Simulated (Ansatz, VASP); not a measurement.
Al in VASP and in Ansatz

The input INCAR:

```
  PREC = Accurate
  ENCUT = 600
  EDIFF = 1E-6
  ISMEAR = -1
  SIGMA = 0.05
  LREAL = False
  LASPH = True
  NELM = 60
  ALGO = Normal
  ISIF = 3
  LWAVE = False
  LCHARG = False
  GGA = RE
  IVDW = 12
  IBRION = 2
  NSW = 60
  EDIFFG = -0.01
```

Contents of KPOINTS:

```
regular mesh
0
Gamma
  12 12 12
```

Contents of POSCAR:

```
Al
1.0
   -1.5912186900      1.5912186900      1.5912186900
    1.5912186900     -1.5912186900      1.5912186900
    1.5912186900      1.5912186900     -1.5912186900
Al
1
Direct
    0.0000000000      0.0000000000      0.0000000000
```

The input input.yaml:

```yaml
crystal:
  lattice:
    - [-1.59121869, 1.59121869, 1.59121869]
    - [1.59121869, -1.59121869, 1.59121869]
    - [1.59121869, 1.59121869, -1.59121869]
  atoms:
    - { symbol: Al, position: [0.0, 0.0, 0.0] }
hamiltonian:
  xc: revpbe
  pseudopotentials: { kind: paw }
  dispersion: d3bj
kpoints:
  mp_grid: { grid: [12, 12, 12] }
scf:
  occupations: { method: fermi_dirac, width: 0.05 }
output:
  forces: true
  stress: true
  eigenvalues: true
relax:
  f_tol: 0.01
  max_steps: 40
  cell: { stress_tol: 0.05 }
```

Alike in both runs: task relaxation of cell and atoms; functional revPBE; dispersion D3(BJ); k mesh 12 × 12 × 12; occupations fermi-dirac, width 0.05 eV; no spin polarisation.

|  | VASP | Ansatz |
| --- | --- | --- |
| version | VASP 6.6.1 | Ansatz 0.2.0 |
| potentials or method | VASP PAW PBE potentials, release 64 (Al) | Ansatz PAW |
| plane-wave cutoff (eV) | 600 | 420 |
| valence electrons in the cell | 3 | 3 |

Ansatz gave:

| Quantity | Value |
| --- | --- |
| gap on the k mesh at the Fermi level, each at its own relaxed structure (eV) | none |
| relaxed volume (Å³/atom) | 15.73 |
| relaxed cell length with the largest relative difference (Å) | 2.734 |

**Question.** Which values does VASP return?

**Answer.** gap on the k mesh at the Fermi level, each at its own relaxed structure (eV): none; relaxed volume (Å³/atom): 15.69; relaxed cell length with the largest relative difference (Å): 2.732.

VASP's potentials were made for PBE, not for revPBE. A gap of «none» marks a metal or a gap that the smearing closes.

Noted on Ansatz's run: the plane-wave basis is chosen anew once the cell has moved, so the energies of steps on either side of that aren't comparable.
